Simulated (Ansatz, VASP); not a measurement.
This is a calculation of SbW2 for VASP 6.6.1.

File INCAR:

```
SYSTEM = SbW2
  PREC = Accurate
  ENCUT = 600
  EDIFF = 1E-6
  ISMEAR = -1
  SIGMA = 0.05
  LREAL = .False.
  LASPH = .True.
  NELM = 100
  ALGO = Fast
  ISIF = 3
  LWAVE = .False.
  LCHARG = .False.
  GGA = RP
  IBRION = 2
  NSW = 60
  EDIFFG = -0.02
```

Contents of KPOINTS:

```
regular mesh
0
Gamma
  7 7 7
  0 0 0
```

Contents of POSCAR:

```
SbW2
1.0
    0.0000000000      3.1330100000      3.1330100000
    3.1330100000      0.0000000000      3.1330100000
    3.1330100000      3.1330100000      0.0000000000
Sb W
1 2
Direct
    0.5000000000      0.5000000000      0.5000000000
    0.2500000000      0.2500000000      0.2500000000
    0.7500000000      0.7500000000      0.7500000000
```

Potentials or basis: VASP PAW PBE potentials, release 64 (Sb, W_sv).

Command:

```sh
$ cat potpaw_PBE.64/Sb/POTCAR potpaw_PBE.64/W_sv/POTCAR > POTCAR
$ mpirun -np 1 vasp_std > vasp.out
```

**Question.** Set up the same calculation for Ansatz 0.2.0. Potentials there: Ansatz PAW.

**Answer.** As run (the cutoff follows the program's own potentials):

Contents of input.yaml:

```yaml
crystal:
  lattice:
    - [0.0, 3.13301, 3.13301]
    - [3.13301, 0.0, 3.13301]
    - [3.13301, 3.13301, 0.0]
  atoms:
    - { symbol: Sb, position: [0.5, 0.5, 0.5] }
    - { symbol: W, position: [0.25, 0.25, 0.25] }
    - { symbol: W, position: [0.75, 0.75, 0.75] }
hamiltonian:
  xc: rpbe
  pseudopotentials: { kind: paw }
kpoints:
  mp_grid: { grid: [7, 7, 7] }
scf:
  occupations: { method: fermi_dirac, width: 0.05 }
output:
  forces: true
  stress: true
  eigenvalues: true
relax:
  f_tol: 0.01
  max_steps: 40
  cell: { stress_tol: 0.05 }
```

Potentials or basis: Ansatz PAW.

The run is started by

```bash
$ ansatz run input.yaml --threads 2 --pin off --max-ram 5632MiB --backend cpu --events-out ev --progress --plain --runs-dir out
```

Both were run:

|  | VASP | Ansatz | Ansatz less VASP |
| --- | --- | --- | --- |
| gap on the k mesh at the Fermi level, each at its own relaxed structure (eV) | none | none | - |
| relaxed volume (Å³/atom) | 20.83 | 20.82 | -0.012 |
| relaxed cell length with the largest relative difference (Å) | 4.454 | 4.453 | -0.0009 |

VASP's potentials were made for PBE, not for RPBE. A gap of «none» marks a metal or a gap that the smearing closes. VASP's potentials hold 33 valence electrons a cell and Ansatz's 43, so a difference there can come from the potentials and not from the codes.

Neither program's run includes spin-orbit coupling. Noted on VASP's run: too few bands were computed for a metal, which touches its energy and stress. Noted on Ansatz's run: the plane-wave basis is chosen anew once the cell has moved, so the energies of steps on either side of that aren't comparable.
